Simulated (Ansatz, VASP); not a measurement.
**Two plane-wave programs on CsMgF3**

File INCAR:

```
ALGO = Normal ; EDIFF = 1E-7
ENCUT = 520 ; ISIF = 2
ISMEAR = 0 ; LASPH = True
LCHARG = False ; LREAL = False
LWAVE = False ; NBANDS = 24
NELM = 100 ; PREC = Accurate
SIGMA = 0.05
```

File KPOINTS:

```
k-points
0
Gamma
  6 6 6
```

POSCAR

```
CsMgF3
1.0
    4.2523070000      0.0000000000      0.0000000000
    0.0000000000      4.2523070000      0.0000000000
    0.0000000000      0.0000000000      4.2523070000
Cs Mg F
1 1 3
Direct
    0.0000000000      0.0000000000      0.0000000000
    0.5000000000      0.5000000000      0.5000000000
    0.0000000000      0.4875284149      0.4875284149
    0.5000000000     -0.0124715851      0.4875284149
    0.5000000000      0.4875284149     -0.0124715851
```

Input for Ansatz:

```yaml
crystal:
  lattice:
    - [4.252307, 0.0, 0.0]
    - [0.0, 4.252307, 0.0]
    - [0.0, 0.0, 4.252307]
  atoms:
    - { symbol: Cs, position: [0.0, 0.0, 0.0] }
    - { symbol: Mg, position: [0.5, 0.5, 0.5] }
    - { symbol: F, position: [0.0, 0.4875284149, 0.4875284149] }
    - { symbol: F, position: [0.5, -0.0124715851, 0.4875284149] }
    - { symbol: F, position: [0.5, 0.4875284149, -0.0124715851] }
basis:
  ecutwfc: 420
kpoints:
  mp_grid: { grid: [6, 6, 6] }
hamiltonian:
  xc: lda
scf:
  occupations: { method: gaussian, width: 0.05 }
output:
  forces: true
  stress: true
  eigenvalues: true
```

Change from the starting cell: all F atoms moved +0.075 Å, as atom 3 towards its neighbour atom 1 (Cs) at 3.007 Å.

Alike in both runs: task single point; functional LDA; k mesh 6 × 6 × 6; occupations gaussian, width 0.05 eV; no spin polarisation.

|  | VASP | Ansatz |
| --- | --- | --- |
| version | VASP 6.6.1 | Ansatz 0.2.0 |
| potentials or method | VASP PAW LDA potentials, release 64 (Cs_sv, Mg, F), cutoff 520 eV | scalar-relativistic, plane waves, PAW |
| valence electrons in the cell | 32 | 40 |

|  | VASP | Ansatz | Ansatz less VASP |
| --- | --- | --- | --- |
| gap on the k mesh at the Fermi level (eV) | 6.34 | 6.38 | +0.031 |
| least direct gap on the mesh (eV) | 6.34 | 6.38 | +0.031 |
| pressure (GPa) | -7.1 | -6.6 | +0.50 |
| traceless stress, the component that is largest in VASP (GPa) | -0.12 | -0.12 | +0.002 |
| rms of the force components (eV/Å) | 0.080 | 0.077 | -0.0026 |

LDA's correlation is that of Perdew and Zunger in VASP and of Perdew and Wang (1992) in Ansatz. Atom by atom the forces differ by 0.003 eV/Å (rms over components). VASP's potentials hold 32 valence electrons a cell and Ansatz's 40, so a difference there can come from the potentials and not from the codes.

Neither program's run includes spin-orbit coupling.
